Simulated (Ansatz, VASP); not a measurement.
One calculation of GaSi, two programs

The input INCAR:

```
ALGO = Normal
EDIFF = 1E-6
ENCUT = 520
GGA = PE
ISIF = 2
ISMEAR = 0
LASPH = True
LCHARG = True
LELF = True
LREAL = False
LVHAR = True
LWAVE = False
NBANDS = 44
NELM = 100
PREC = Accurate
SIGMA = 0.2
```

The input KPOINTS:

```
k-points
0
Gamma
  8 4 2
```

File POSCAR:

```
GaSi
1.0
    2.6064391292      0.0000000000      0.0000000000
    0.0000000000      5.2128782584      0.0000000000
    0.0000000000      0.0000000000     10.4758838185
Ga Si
4 4
Direct
    0.5000000000      0.2500000000      0.2500000000
    0.5000000000      0.2500000000      0.7500000000
    0.5000000000      0.7500000000      0.2500000000
    0.5000000000      0.7500000000      0.7500000000
    0.5000000000      0.2500000000      0.5000000000
    0.5000000000      0.2500000000      1.0000000000
    0.5000000000      0.7500000000      0.5000000000
    0.5000000000      0.7500000000      1.0000000000
```

Input for Ansatz:

```yaml
crystal:
  lattice:
    - [2.6064391292, 0.0, 0.0]
    - [0.0, 5.2128782584, 0.0]
    - [0.0, 0.0, 10.4758838185]
  atoms:
    - { symbol: Ga, position: [0.5, 0.25, 0.25] }
    - { symbol: Ga, position: [0.5, 0.25, 0.75] }
    - { symbol: Ga, position: [0.5, 0.75, 0.25] }
    - { symbol: Ga, position: [0.5, 0.75, 0.75] }
    - { symbol: Si, position: [0.5, 0.25, 0.5] }
    - { symbol: Si, position: [0.5, 0.25, 1.0] }
    - { symbol: Si, position: [0.5, 0.75, 0.5] }
    - { symbol: Si, position: [0.5, 0.75, 1.0] }
basis:
  ecutwfc: 420
kpoints:
  mp_grid: { grid: [8, 4, 2] }
hamiltonian:
  xc: pbe
scf:
  occupations: { method: gaussian, width: 0.2 }
  lower_state_search: "off"
output:
  forces: true
  stress: true
  eigenvalues: true
```

Alike in both runs: task single point; functional PBE; k mesh 8 × 4 × 2; occupations gaussian, width 0.2 eV; no spin polarisation.

```csv
,VASP,Ansatz
version,VASP 6.6.1,Ansatz 0.2.0
potentials or method,"VASP PAW PBE potentials, release 64 (Ga_d, Si), cutoff 520 eV","scalar-relativistic, plane waves, PAW"
valence electrons in the cell,68,68
```

```csv
,VASP,Ansatz,Ansatz less VASP
gap on the k mesh at the Fermi level (eV),none,none,-
pressure (GPa),0.2,0.1,-0.09
"traceless stress, the component that is largest in VASP (GPa)",-1.64,-1.64,+0.007
```

A gap of «none» marks a metal or a gap that the smearing closes. The functional is the same, so the differences come from potentials, cutoffs and numerics.
